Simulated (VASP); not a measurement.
# Al36H in VASP: single point with PBE+D3(BJ)

Aim: the single point of Al36H with PBE+D3(BJ).

Program: VASP 6.6.1. These are calculated values, not measurements. Logs are shortened: lines on timing, memory, paths and dates and some standing lists are left out, and cuts for length are marked.

### Step 1. The cell of the first run

The cell holds a slab with vacuum, 37 atoms: a = 5.629 Å, b = 5.629 Å, c = 35.907 Å, α = 90.00°, β = 90.00°, γ = 120.00°.

### Step 2. Single point, PBE+D3(BJ)

INCAR

```
SYSTEM = Al36H
PREC = Accurate
ENCUT = 520
EDIFF = 1E-7
ISMEAR = 0
SIGMA = 0.1
LREAL = Auto
LASPH = .True.
NELM = 100
ALGO = Fast
ISIF = 2
LWAVE = .False.
LCHARG = .False.
LDIPOL = .True.
IDIPOL = 3
DIPOL = 0.5 0.5 0.377
GGA = PE
IVDW = 12
NBANDS = 78
```

KPOINTS

```
Automatic mesh
0
Gamma
  6 6 1
  0 0 0
```

POSCAR

```
Al36H
1.0
    5.6288445219      0.0000000000      0.0000000000
   -2.8144222609      4.8747223499      0.0000000000
    0.0000000000      0.0000000000     35.9073562080
Al H
36 1
Direct
    0.1666666667      0.3333333333      0.1113977865
    0.1666666667      0.8333333333      0.1113977865
    0.6666666667      0.3333333333      0.1113977865
    0.6666666667      0.8333333333      0.1113977865
    0.0000000000      0.0000000000      0.1757372983
    0.0000000000      0.5000000000      0.1757372983
    0.5000000000      0.0000000000      0.1757372983
    0.5000000000      0.5000000000      0.1757372983
    0.3333333333      0.1666666667      0.2400768102
    0.3333333333      0.6666666667      0.2400768102
    0.8333333333      0.1666666667      0.2400768102
    0.8333333333      0.6666666667      0.2400768102
    0.0000000000      0.0000000000      0.3044163221
    0.0000000000      0.5000000000      0.3044163221
    0.5000000000      0.0000000000      0.3044163221
    0.5000000000      0.5000000000      0.3044163221
    0.1666666667      0.3333333333      0.3682539347
    0.1666666667      0.8333333333      0.3682539347
    0.6666666667      0.3333333333      0.3682539347
    0.6666666667      0.8333333333      0.3682539347
    0.0000000000      0.0000000000      0.4320699059
    0.0000000000      0.5000000000      0.4320699059
    0.5000000000      0.0000000000      0.4320699059
    0.5000000000      0.5000000000      0.4320699059
    0.3333333333      0.1666666667      0.4967844642
    0.3333333333      0.6666666667      0.4967844642
    0.8333333333      0.1666666667      0.4967844642
    0.8333333333      0.6666666667      0.4967844642
    0.0000000000      0.0000000000      0.5611166564
    0.0000000000      0.5000000000      0.5611166564
    0.5000000000      0.0000000000      0.5611166564
    0.5000000000      0.5000000000      0.5611166564
    0.1666666667      0.3333333333      0.6268174153
    0.1666666667      0.8333333333      0.6268174153
    0.6666666667      0.3333333333      0.6268174153
    0.6666666667      0.8333333333      0.6268174153
    0.1666666667      0.5000000000      0.6964410318
```

Potentials or basis: VASP PAW PBE potentials, release 64 (Al, H).

Launch:

```bash
$ cat potpaw_PBE.64/Al/POTCAR potpaw_PBE.64/H/POTCAR > POTCAR
$ mpirun -np 1 vasp_std > vasp.out
```

OUTCAR:

```text
SYSTEM = Al36H
   PREC = Accurate
   ENCUT = 520
   EDIFF = 1E-7
   ISMEAR = 0
   LREAL = Auto
   LASPH = .True.
   NELM = 100
   ISIF = 2
   GGA = PE
   IVDW = 12
 IVDW          = 12

 ion  position               nearest neighbor table
   1  0.167  0.333  0.111-   2 2.81   2 2.81   3 2.81   3 2.81   4 2.81   4 2.81   5 2.82   8 2.82
                             6 2.82
   2  0.167  0.833  0.111-   1 2.81   1 2.81   4 2.81   4 2.81   3 2.81   3 2.81   6 2.82   7 2.82
                             5 2.82
   3  0.667  0.333  0.111-   4 2.81   4 2.81   1 2.81   1 2.81   2 2.81   2 2.81   7 2.82   6 2.82
                             8 2.82
   4  0.667  0.833  0.111-   3 2.81   3 2.81   2 2.81   2 2.81   1 2.81   1 2.81   8 2.82   5 2.82
                             7 2.82
   5  0.000  0.000  0.176-   6 2.81   6 2.81   7 2.81   7 2.81   8 2.81   8 2.81   1 2.82   4 2.82
                             2 2.82  12 2.82   9 2.82  11 2.82
   6  0.000  0.500  0.176-   5 2.81   5 2.81   8 2.81   8 2.81   7 2.81   7 2.81   2 2.82   3 2.82
                             1 2.82  11 2.82  10 2.82  12 2.82
   7  0.500  0.000  0.176-   8 2.81   8 2.81   5 2.81   5 2.81   6 2.81   6 2.81   3 2.82   2 2.82
                             4 2.82  10 2.82  11 2.82   9 2.82
   8  0.500  0.500  0.176-   7 2.81   7 2.81   6 2.81   6 2.81   5 2.81   5 2.81   4 2.82   1 2.82
                             3 2.82   9 2.82  12 2.82  10 2.82
   9  0.333  0.167  0.240-  10 2.81  10 2.81  11 2.81  11 2.81  12 2.81  12 2.81  16 2.82   8 2.82
[... 40 lines left out ...]
                            27 2.82  33 2.86  36 2.86  34 2.86
  30  0.000  0.500  0.561-  29 2.81  29 2.81  32 2.81  32 2.81  31 2.81  31 2.81  27 2.82  26 2.82
                            28 2.82  34 2.86  35 2.86  33 2.86
  31  0.500  0.000  0.561-  32 2.81  32 2.81  29 2.81  29 2.81  30 2.81  30 2.81  26 2.82  27 2.82
                            25 2.82  35 2.86  34 2.86  36 2.86
  32  0.500  0.500  0.561-  31 2.81  31 2.81  30 2.81  30 2.81  29 2.81  29 2.81  25 2.82  28 2.82
                            26 2.82  36 2.86  33 2.86  35 2.86
  33  0.167  0.333  0.627-  34 2.81  34 2.81  35 2.81  35 2.81  36 2.81  36 2.81  29 2.86  32 2.86
                            30 2.86
  34  0.167  0.833  0.627-  33 2.81  33 2.81  36 2.81  36 2.81  35 2.81  35 2.81  30 2.86  31 2.86
                            29 2.86
  35  0.667  0.333  0.627-  36 2.81  36 2.81  33 2.81  33 2.81  34 2.81  34 2.81  31 2.86  30 2.86
                            32 2.86
  36  0.667  0.833  0.627-  35 2.81  35 2.81  34 2.81  34 2.81  33 2.81  33 2.81  32 2.86  29 2.86
                            31 2.86
  37  0.167  0.500  0.696-

  LATTYP: Found a hexagonal cell.
 ALAT       =     5.6288445219
 C/A-ratio  =     6.3791700176

  Lattice vectors:

 A1 = (   5.6288445219,   0.0000000000,   0.0000000000)
 A2 = (  -2.8144222609,   4.8747223499,   0.0000000000)
 A3 = (   0.0000000000,   0.0000000000,  35.9073562080)

Analysis of symmetry for initial positions (statically):
=====================================================================
 Subroutine PRICEL returns:
 Original cell was already a primitive cell.

 Routine SETGRP: Setting up the symmetry group for a
 hexagonal supercell.

 Subroutine GETGRP returns: Found  1 space group operations
 (whereof  1 operations were pure point group operations)
 out of a pool of 24 trial point group operations.

The static configuration has the point symmetry C_1 .

Analysis of symmetry for dynamics (positions and initial velocities):
=====================================================================
 Subroutine PRICEL returns:
 Original cell was already a primitive cell.

 Routine SETGRP: Setting up the symmetry group for a
 hexagonal supercell.

 Subroutine GETGRP returns: Found  1 space group operations
 (whereof  1 operations were pure point group operations)
 out of a pool of 24 trial point group operations.

The dynamic configuration has the point symmetry C_1 .

 Subroutine INISYM returns: Found  1 space group operations
 (whereof  1 operations are pure point group operations),
 and found     1 'primitive' translations

----------------------------------------------------------------------------------------

                                     Primitive cell

  volume of cell :     985.2639

  direct lattice vectors                    reciprocal lattice vectors
     5.628844522  0.000000000  0.000000000     0.177656355  0.102569944  0.000000000
    -2.814422261  4.874722350  0.000000000     0.000000000  0.205139889  0.000000000
     0.000000000  0.000000000 35.907356208     0.000000000  0.000000000  0.027849447
[... 99 lines left out ...]
     0.034189981  0.034189981  0.027849447

  Shift w.r.t. Gamma in fractional coordinates (k-lattice)
     0.000000000  0.000000000  0.000000000

 Subroutine IBZKPT returns following result:
 ===========================================

 Found     20 irreducible k-points:

 Following reciprocal coordinates:
            Coordinates               Weight
  0.000000  0.000000  0.000000      1.000000
  0.166667  0.000000  0.000000      2.000000
  0.000000  0.166667  0.000000      2.000000
 -0.166667  0.166667  0.000000      2.000000
  0.333333  0.000000  0.000000      2.000000
  0.000000  0.333333  0.000000      2.000000
[... 12 lines left out ...]
  0.500000 -0.166667  0.000000      2.000000
  0.333333  0.333333  0.000000      2.000000
   k-points           NKPTS =     20   k-points in BZ     NKDIM =     20   number of bands    NBANDS=     78
   number of dos      NEDOS =    301   number of ions     NIONS =     37
   total plane-waves  NPLWV = 476280
   dimension x,y,z NGX =    42 NGY =   42 NGZ =  270
   dimension x,y,z NGXF=    84 NGYF=   84 NGZF=  540
   ions per type =              36   1
   NGX,Y,Z   is equivalent  to a cutoff of  12.40, 12.40, 12.50 a.u.
   NGXF,Y,Z  is equivalent  to a cutoff of  24.81, 24.81, 25.00 a.u.
 SYSTEM =  Al36H
   PREC   = accura    normal or accurate (medium, high low for compatibility)
   ISTART =      0    job   : 0-new  1-cont  2-samecut
   ICHARG =      2    charge: 1-file 2-atom 10-const
   ISPIN  =      1    spin polarized calculation?
   LNONCOLLINEAR =      F non collinear calculations
   LSORBIT =      F    spin-orbit coupling
   LASPH  =      T    aspherical Exc in radial PAW
   ENCUT  =  520.0 eV  38.22 Ry    6.18 a.u.  10.47 10.47 66.76*2*pi/ulx,y,z
   NELM   =    100;   NELMIN=  2; NELMDL= -5     # of ELM steps
   EDIFF  = 0.1E-06   stopping-criterion for ELM
   LREAL  =      T    real-space projection
   EDIFFG = 0.1E-05   stopping-criterion for IOM
   NSW    =      0    number of steps for IOM
   IBRION =     -1    ionic relax: 0-MD 1-quasi-New 2-CG
   NFREE  =      0    steps in history (QN), initial steepest desc. (CG)
   ISIF   =      2    stress and relaxation
   ISYM   =      2    0-nonsym 1-usesym 2-fastsym
   POTIM  = 0.5000    time-step for ionic-motion
   TEBEG  =    0.0;   TEEND  =   0.0 temperature during run
   PSTRESS=    0.0 pullay stress
   NELECT =     109.0000    total number of electrons
   NUPDOWN=      -1.0000    fix difference up-down
   EMIN   =  10.00;   EMAX   =-10.00  energy-range for DOS
   EFERMI =   0.00;   METHOD = LEGACY
   ISMEAR =     0;   SIGMA  =   0.10  broadening in eV -4-tet -1-fermi 0-gaus
   EFERMI_NEDOS =   21; number of points for ismear=-14 and -15
   IALGO  =     68    algorithm
   IMIX   =      4    mixing-type and parameters
     AMIX     =   0.40;   BMIX     =  1.00
     AMIX_MAG =   1.60;   BMIX_MAG =  1.00
  volume/ion in A,a.u.               =      26.63       179.70
  Fermi-wavevector in a.u.,A,eV,Ry     =   0.785898  1.485132  8.403442  0.617636
  Thomas-Fermi vector in A             =   1.890327
   LORBIT       =      0    0 simple, 1 ext, 2 COOP (PROOUT), +10 PAW based schemes
   GGA     = PE    functional components
   LHFCALC =     F    Hartree Fock is set to
   AEXX    =    0.0000 exact exchange contribution
   IVDW    =    12    specifies the selected vdW correction
   LEPSILON=     F    determine dielectric tensor
   LRPA    =     F    only Hartree local field effects (RPA)
 non-spin polarized calculation
 RMM-DIIS sequential band-by-band and
 Gauss-broadening in eV      SIGMA  =   0.10
  energy-cutoff  :      520.00
  volume of cell :      985.26
 maximum number of plane-waves:     26641
 NGX is ok and might be reduce to    42
   NGX = 21   NGY = 21   NGZ =133

 dipolmoment           0.000000      0.000000     -0.034600 electrons x Angstroem

 number of electron     109.0000000 magnetization

 dipolmoment           0.000000      0.000000      0.235040 electrons x Angstroem

 Free energy of the ion-electron system (eV)
  ---------------------------------------------------
  ext. energy  EPLUGINS =         0.00000000
  ---------------------------------------------------
  free energy    TOTEN  =      -133.10132257 eV

  energy without entropy =     -133.02063088  energy(sigma->0) =     -133.06097673

 E-fermi :   2.8967     XC(G=0):  -6.6129

 val. band max:        2.8917877769   @ k =  -0.1667   0.1667   0.0000
 cond. band min:       2.9075730458   @ k =   0.1667   0.1667   0.0000
 fundamental gap:      0.0157852689
 Fermi energy:         2.8967086412

 k-point     1 :       0.0000    0.0000    0.0000
  band No.  band energies     occupation
      1      -8.4098      2.00000
      2      -8.1454      2.00000
      3      -7.7592      2.00000
      4      -7.2064      2.00000
      5      -6.5270      2.00000
      6      -5.7136      2.00000
[... 1369 lines left out ...]
     65       5.5065      0.00000
     66       5.5079      0.00000
 [bands above 66 left out]

------------------------ aborting loop because EDIFF is reached ----------------------------------------

 vacuum level on the upper side and lower side of the slab       (xc-potential included)         0.724        -0.802

 Edisp (eV)  -11.28011

 E8    (eV) :    -5.1098

  FORCE on cell =-STRESS in cart. coord.  units (eV):
  Direction    XX          YY          ZZ          XY          YZ          ZX
  --------------------------------------------------------------------------------------
  -------------------------------------------------------------------------------------
  Total      -3.74349    -4.05041    -2.74938     0.34378    -0.40255     0.28921
  in kB      -6.08744    -6.58653    -4.47089     0.55903    -0.65461     0.47030
  external pressure =       -5.71 kB  Pullay stress =        0.00 kB

 VOLUME and BASIS-vectors are now :
 -----------------------------------------------------------------------------
  energy-cutoff  :      520.00
  volume of cell :      985.26
      direct lattice vectors                 reciprocal lattice vectors
     5.628844522  0.000000000  0.000000000     0.177656355  0.102569944  0.000000000
    -2.814422261  4.874722350  0.000000000     0.000000000  0.205139889  0.000000000
     0.000000000  0.000000000 35.907356208     0.000000000  0.000000000  0.027849447

 POSITION                                       TOTAL-FORCE (eV/Angst)
 -----------------------------------------------------------------------------------
      0.00000      1.62491      4.00000        -0.014527      0.019971     -0.106530
     -1.40721      4.06227      4.00000         0.009792     -0.024465     -0.103156
      2.81442      1.62491      4.00000         0.016414      0.011267     -0.100590
      1.40721      4.06227      4.00000        -0.010687     -0.006951     -0.105457
      0.00000      0.00000      6.31026         0.001611      0.033258      0.121041
     -1.40721      2.43736      6.31026         0.046447     -0.004655      0.094988
[... 29 lines left out ...]
      1.40721      4.06227     22.50736         0.038019      0.031029      0.010916
     -0.46907      2.43736     25.00736         0.106012     -0.172247     -1.394641
 -----------------------------------------------------------------------------------
    total drift:                                0.000034      0.000055     -0.028692

  FREE ENERGIE OF THE ION-ELECTRON SYSTEM (eV)
  ---------------------------------------------------
  free  energy   TOTEN  =      -144.3814351310 eV

  energy  without entropy=     -144.3007434370  energy(sigma->0) =     -144.34108928

 vacuum level on the upper side and lower side of the slab         8.476         6.927
```

It took 1.7 h on 1 thread of Oxide Virtual Turin-like, shared host; peak memory 1.4 GiB.

Results:

* Free energy: -144.3814 eV
* Largest force: 1.409 eV/Å
* Band gap on the k mesh: zero (an odd number of electrons rules out a gap without spin polarisation)
* Dispersion energy per atom: -0.305 eV

Forces in eV/Å, atoms in the order of the input:
```
Al  -0.015  0.020 -0.107
Al   0.010 -0.024 -0.103
Al   0.016  0.011 -0.101
Al  -0.011 -0.007 -0.105
Al   0.002  0.033  0.121
Al   0.046 -0.005  0.095
Al   0.000 -0.024  0.136
Al  -0.048 -0.006  0.120
Al  -0.011  0.009 -0.028
Al  -0.017 -0.027 -0.029
Al   0.010  0.028 -0.023
Al   0.015 -0.015 -0.024
Al  -0.007  0.005 -0.001
Al   0.031  0.005  0.045
Al   0.007 -0.022 -0.003
Al  -0.026  0.013  0.017
Al  -0.019  0.026  0.029
Al   0.011 -0.030  0.004
Al   0.017  0.009 -0.022
Al  -0.008 -0.009  0.001
Al  -0.014  0.014  0.003
Al   0.034 -0.005 -0.014
Al   0.001 -0.015  0.055
Al  -0.036  0.004  0.014
Al   0.012  0.004  0.006
Al  -0.004 -0.008 -0.061
Al   0.006  0.005 -0.022
Al  -0.003  0.019  0.013
Al   0.006 -0.018 -0.035
Al   0.008  0.003  0.066
Al  -0.034  0.030 -0.041
Al   0.007 -0.019 -0.005
Al  -0.140  0.202  1.108
Al   0.017 -0.044  0.236
Al  -0.010 -0.023  0.040
Al   0.038  0.031  0.011
H    0.106 -0.172 -1.395
```
